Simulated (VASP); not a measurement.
# Ru2S (R-3m) in VASP: single point with PBE

Aim: the single point of Ru2S with PBE.

All numbers are computed with VASP 6.6.1; they aren't measurements. Logs are shortened: lines on timing, memory, paths and dates and some standing lists are left out, and cuts for length are marked.

## 1. The cell of the first run

The structure is trigonal, space group R-3m (No. 166). The conventional cell has a = 3.634 Å, b = 3.634 Å, c = 11.355 Å, α = 90.00°, β = 90.00°, γ = 120.00°. Ru (site symmetry 3m) has 4 S at 2.30 to 2.85 Å and 6 Ru at 2.81 to 2.84 Å within 3.0 Å. S (site symmetry -3m) has 8 Ru at 2.30 to 2.85 Å within 3.0 Å.

## 2. Single point, PBE

INCAR

```
PREC = Accurate ; ENCUT = 520
EDIFF = 1E-7 ; ISMEAR = 0
SIGMA = 0.1 ; LREAL = F
LASPH = T ; NELM = 100
ALGO = Fast ; ISIF = 2
LWAVE = F ; LCHARG = T
GGA = PE ; LELF = T
LVHAR = T ; NBANDS = 24
```

KPOINTS

```
Automatic mesh
0
Gamma
  15 15 15
```

POSCAR

```
Ru2S
1.0
    1.8169189147      1.0489986245      3.7851124221
   -1.8169189147      1.0489986245      3.7851124221
    0.0000000000     -2.0979972491      3.7851124221
Ru S
2 1
Direct
    0.7487337271      0.7487337271      0.7487337271
    0.2512662729      0.2512662729      0.2512662729
    0.0000000000      0.0000000000      0.0000000000
```

Potentials or basis: VASP PAW PBE potentials, release 64 (Ru_pv, S).

Run with:

```console
cat potpaw_PBE.64/Ru_pv/POTCAR potpaw_PBE.64/S/POTCAR > POTCAR
mpirun -np 1 vasp_std > vasp.out
```

OUTCAR:

```text
PREC = Accurate
   ENCUT = 520
   EDIFF = 1E-7
   ISMEAR = 0
   LREAL = F
   LASPH = T
   NELM = 100
   ISIF = 2
   GGA = PE

 ion  position               nearest neighbor table
   1  0.749  0.749  0.749-   3 2.30   3 2.30   3 2.30   2 2.81   2 2.81   2 2.81   2 2.84   2 2.84
                             2 2.84   3 2.85
   2  0.251  0.251  0.251-   3 2.30   3 2.30   3 2.30   1 2.81   1 2.81   1 2.81   1 2.84   1 2.84
                             1 2.84   3 2.85
   3  0.000  0.000  0.000-   1 2.30   1 2.30   2 2.30   2 2.30   1 2.30   2 2.30   2 2.85   1 2.85

  LATTYP: Found a trigonal (rhomboedric) cell.
 ALAT       =     4.3276631690
 COS(alpha) =     0.6474715390

  Lattice vectors:

 A1 = (   1.8169189147,   1.0489986245,   3.7851124221)
 A2 = (  -1.8169189147,   1.0489986245,   3.7851124221)
 A3 = (   0.0000000000,  -2.0979972491,   3.7851124221)

Analysis of symmetry for initial positions (statically):
=====================================================================
 Subroutine PRICEL returns:
 Original cell was already a primitive cell.

 Routine SETGRP: Setting up the symmetry group for a
 trigonal (rhombohedral) supercell.

 Subroutine GETGRP returns: Found 12 space group operations
 (whereof 12 operations were pure point group operations)
 out of a pool of 12 trial point group operations.

The static configuration has the point symmetry D_3d.

Analysis of symmetry for dynamics (positions and initial velocities):
=====================================================================
 Subroutine PRICEL returns:
 Original cell was already a primitive cell.

 Routine SETGRP: Setting up the symmetry group for a
 trigonal (rhombohedral) supercell.

 Subroutine GETGRP returns: Found 12 space group operations
 (whereof 12 operations were pure point group operations)
 out of a pool of 12 trial point group operations.

The dynamic configuration has the point symmetry D_3d.

 Subroutine INISYM returns: Found 12 space group operations
 (whereof 12 operations are pure point group operations),
 and found     1 'primitive' translations

----------------------------------------------------------------------------------------

                                     Primitive cell

  volume of cell :      43.2853

  direct lattice vectors                    reciprocal lattice vectors
     1.816918915  1.048998625  3.785112422     0.275191147  0.158881683  0.088064315
    -1.816918915  1.048998625  3.785112422    -0.275191147  0.158881683  0.088064315
     0.000000000 -2.097997249  3.785112422     0.000000000 -0.317763365  0.088064315

  length of vectors
     4.327663169  4.327663169  4.327663169     0.329740625  0.329740625  0.329740625

  position of ions in fractional coordinates (direct lattice)
     0.748733727  0.748733727  0.748733727
     0.251266273  0.251266273  0.251266273
     0.000000000  0.000000000  0.000000000

  ion indices of the primitive-cell ions
   primitive index   ion index
                 1           1
                 2           2
                 3           3

----------------------------------------------------------------------------------------

 KPOINTS: Automatic mesh

Automatic generation of k-mesh.
 Grid dimensions read from file:
 generate k-points for:   15   15   15

 Generating k-lattice:

  Cartesian coordinates                     Fractional coordinates (reciprocal lattice)
     0.018346076  0.010592112  0.005870954     0.066666667 -0.000000000  0.000000000
    -0.018346076  0.010592112  0.005870954    -0.000000000  0.066666667  0.000000000
     0.000000000 -0.021184224  0.005870954     0.000000000  0.000000000  0.066666667

  Length of vectors
     0.021982708  0.021982708  0.021982708

  Shift w.r.t. Gamma in fractional coordinates (k-lattice)
     0.000000000  0.000000000  0.000000000

 Subroutine IBZKPT returns following result:
 ===========================================

 Found    344 irreducible k-points:

 Following reciprocal coordinates:
            Coordinates               Weight
  0.000000  0.000000  0.000000      1.000000
  0.066667 -0.000000 -0.000000      6.000000
  0.133333  0.000000 -0.000000      6.000000
  0.200000  0.000000  0.000000      6.000000
  0.266667  0.000000 -0.000000      6.000000
  0.333333 -0.000000 -0.000000      6.000000
[... 16 lines left out ...]
  0.133333  0.133333 -0.000000      6.000000
  0.200000  0.133333 -0.000000     12.000000
 [... further k-points ...]
   k-points           NKPTS =    344   k-points in BZ     NKDIM =    344   number of bands    NBANDS=     24
   number of dos      NEDOS =    301   number of ions     NIONS =      3
   total plane-waves  NPLWV =  32768
   dimension x,y,z NGX =    32 NGY =   32 NGZ =   32
   dimension x,y,z NGXF=    64 NGYF=   64 NGZF=   64
   ions per type =               2   1
   NGX,Y,Z   is equivalent  to a cutoff of  12.29, 12.29, 12.29 a.u.
   NGXF,Y,Z  is equivalent  to a cutoff of  24.59, 24.59, 24.59 a.u.
 SYSTEM =  unknown system
   PREC   = accura    normal or accurate (medium, high low for compatibility)
   ISTART =      0    job   : 0-new  1-cont  2-samecut
   ICHARG =      2    charge: 1-file 2-atom 10-const
   ISPIN  =      1    spin polarized calculation?
   LNONCOLLINEAR =      F non collinear calculations
   LSORBIT =      F    spin-orbit coupling
   LASPH  =      T    aspherical Exc in radial PAW
   ENCUT  =  520.0 eV  38.22 Ry    6.18 a.u.   8.05  8.05  8.05*2*pi/ulx,y,z
   NELM   =    100;   NELMIN=  2; NELMDL= -5     # of ELM steps
   EDIFF  = 0.1E-06   stopping-criterion for ELM
   LREAL  =      F    real-space projection
   EDIFFG = 0.1E-05   stopping-criterion for IOM
   NSW    =      0    number of steps for IOM
   IBRION =     -1    ionic relax: 0-MD 1-quasi-New 2-CG
   NFREE  =      0    steps in history (QN), initial steepest desc. (CG)
   ISIF   =      2    stress and relaxation
   ISYM   =      2    0-nonsym 1-usesym 2-fastsym
   POTIM  = 0.5000    time-step for ionic-motion
   TEBEG  =    0.0;   TEEND  =   0.0 temperature during run
   PSTRESS=    0.0 pullay stress
   NELECT =      34.0000    total number of electrons
   NUPDOWN=      -1.0000    fix difference up-down
   EMIN   =  10.00;   EMAX   =-10.00  energy-range for DOS
   EFERMI =   0.00;   METHOD = LEGACY
   ISMEAR =     0;   SIGMA  =   0.10  broadening in eV -4-tet -1-fermi 0-gaus
   EFERMI_NEDOS =   21; number of points for ismear=-14 and -15
   IALGO  =     68    algorithm
   IMIX   =      4    mixing-type and parameters
     AMIX     =   0.40;   BMIX     =  1.00
     AMIX_MAG =   1.60;   BMIX_MAG =  1.00
  volume/ion in A,a.u.               =      14.43        97.37
  Fermi-wavevector in a.u.,A,eV,Ry     =   1.510501  2.854433 31.043227  2.281613
  Thomas-Fermi vector in A             =   2.620682
   LORBIT       =      0    0 simple, 1 ext, 2 COOP (PROOUT), +10 PAW based schemes
   GGA     = PE    functional components
   LHFCALC =     F    Hartree Fock is set to
   AEXX    =    0.0000 exact exchange contribution
   IVDW    =     0    specifies the selected vdW correction
   LEPSILON=     F    determine dielectric tensor
   LRPA    =     F    only Hartree local field effects (RPA)
 non-spin polarized calculation
 RMM-DIIS sequential band-by-band and
 Gauss-broadening in eV      SIGMA  =   0.10
  energy-cutoff  :      520.00
  volume of cell :       43.29
 maximum number of plane-waves:      1181
   NGX = 17   NGY = 17   NGZ = 17

 number of electron      34.0000002 magnetization

 Free energy of the ion-electron system (eV)
  ---------------------------------------------------
  ext. energy  EPLUGINS =         0.00000000
  ---------------------------------------------------
  free energy    TOTEN  =       -22.22745097 eV

  energy without entropy =      -22.21600005  energy(sigma->0) =      -22.22172551

 E-fermi :  11.1075     XC(G=0): -12.7822

 val. band max:       11.1048925677   @ k =   0.1333   0.1333  -0.0000
 cond. band min:      11.1100188301   @ k =  -0.4000   0.3333   0.0000
 fundamental gap:      0.0051262623
 Fermi energy:        11.1074540114

 k-point     1 :       0.0000    0.0000    0.0000
  band No.  band energies     occupation
      1     -31.6197      2.00000
      2     -31.6197      2.00000
      3     -31.4952      2.00000
      4     -31.4117      2.00000
      5     -31.4117      2.00000
      6     -31.0708      2.00000
[... 16 lines left out ...]
     23      18.7489      0.00000
     24      18.7489      0.00000

 k-point     2 :       0.0667   -0.0000   -0.0000
  band No.  band energies     occupation
      1     -31.6192      2.00000
      2     -31.6180      2.00000
      3     -31.4910      2.00000
      4     -31.4155      2.00000
      5     -31.4143      2.00000
      6     -31.0754      2.00000
[... 16 lines left out ...]
     23      18.4485      0.00000
     24      18.8639      0.00000

 k-point     3 :       0.1333    0.0000   -0.0000
  band No.  band energies     occupation
      1     -31.6177      2.00000
      2     -31.6131      2.00000
      3     -31.4794      2.00000
      4     -31.4259      2.00000
      5     -31.4221      2.00000
      6     -31.0890      2.00000
[... 16 lines left out ...]
     23      17.7483      0.00000
     24      19.1497      0.00000

 k-point     4 :       0.2000    0.0000    0.0000
  band No.  band energies     occupation
      1     -31.6148      2.00000
      2     -31.6049      2.00000
      3     -31.4678      2.00000
      4     -31.4344      2.00000
      5     -31.4344      2.00000
      6     -31.1110      2.00000
[... 16 lines left out ...]
     23      17.5892      0.00000
     24      19.4373      0.00000

 k-point     5 :       0.2667    0.0000   -0.0000
  band No.  band energies     occupation
      1     -31.6099      2.00000
      2     -31.5937      2.00000
      3     -31.4788      2.00000
      4     -31.4504      2.00000
      5     -31.4173      2.00000
      6     -31.1404      2.00000
[... 451 lines left out ...]
 k-point    22 :      -0.0667    0.0667    0.0000
  band No.  band energies     occupation
      1     -31.6207      2.00000
      2     -31.6142      2.00000
      3     -31.4842      2.00000
      4     -31.4265      2.00000
      5     -31.4142      2.00000
      6     -31.0826      2.00000
[... 16 lines left out ...]
     23      18.1314      0.00000
     24      18.7919      0.00000

 k-point    23 :       0.1333    0.1333   -0.0000
  band No.  band energies     occupation
      1     -31.6286      2.00000
      2     -31.6046      2.00000
      3     -31.4734      2.00000
      4     -31.4438      2.00000
      5     -31.4063      2.00000
      6     -31.0913      2.00000
[... 16 lines left out ...]
     23      18.5323      0.00000
     24      18.6839      0.00000

 k-point    24 :       0.2000    0.1333   -0.0000
  band No.  band energies     occupation
      1     -31.6320      2.00000
      2     -31.6000      2.00000
      3     -31.4830      2.00000
      4     -31.4353      2.00000
      5     -31.4073      2.00000
      6     -31.1031      2.00000
[... 16 lines left out ...]
     23      18.0990      0.00000
     24      19.0168      0.00000

 [... further k-points ...]
[... 5 lines left out ...]
  --------------------------------------------------------------------------------------
  -------------------------------------------------------------------------------------
  Total        0.0093137      0.0093137     -0.0099873      0.0000000      0.0000000      0.0000000
  in kB        0.3447417      0.3447417     -0.3696722      0.0000000      0.0000000      0.0000000
  external PRESSURE =       0.1066038 kB  Pullay stress =       0.0000000 kB

 VOLUME and BASIS-vectors are now :
 -----------------------------------------------------------------------------
  energy-cutoff  :      520.00
  volume of cell :       43.29
      direct lattice vectors                 reciprocal lattice vectors
     1.816918915  1.048998625  3.785112422     0.275191147  0.158881683  0.088064315
    -1.816918915  1.048998625  3.785112422    -0.275191147  0.158881683  0.088064315
     0.000000000 -2.097997249  3.785112422     0.000000000 -0.317763365  0.088064315

 POSITION                                       TOTAL-FORCE (eV/Angst)
 -----------------------------------------------------------------------------------
      0.00000     -0.00000      8.50212         0.000000     -0.000000      0.011561
      0.00000     -0.00000      2.85321         0.000000      0.000000     -0.011561
      0.00000      0.00000      0.00000         0.000000      0.000000      0.000000
 -----------------------------------------------------------------------------------
    total drift:                                0.000000     -0.000000      0.000000

  FREE ENERGIE OF THE ION-ELECTRON SYSTEM (eV)
  ---------------------------------------------------
  free  energy   TOTEN  =       -22.2274509662 eV

  energy  without entropy=      -22.2160000463  energy(sigma->0) =      -22.22172551
```

It took 5.1 min on 1 thread of Intel Xeon Platinum 8488C (Sapphire Rapids), shared host; peak memory 0.41 GiB.

What came out:

```yaml
Free_energy: -22.2275 eV
Pressure: 0.0 GPa
Largest_force: 0.012 eV/Å
Band_gap_on_the_k_mesh: zero (bands 17 and 18 overlap by 2.73 eV)
```

Forces in eV/Å, atoms in the order of the input:
```
Ru   0.000  0.000  0.012
Ru   0.000  0.000 -0.012
S    0.000  0.000  0.000
```
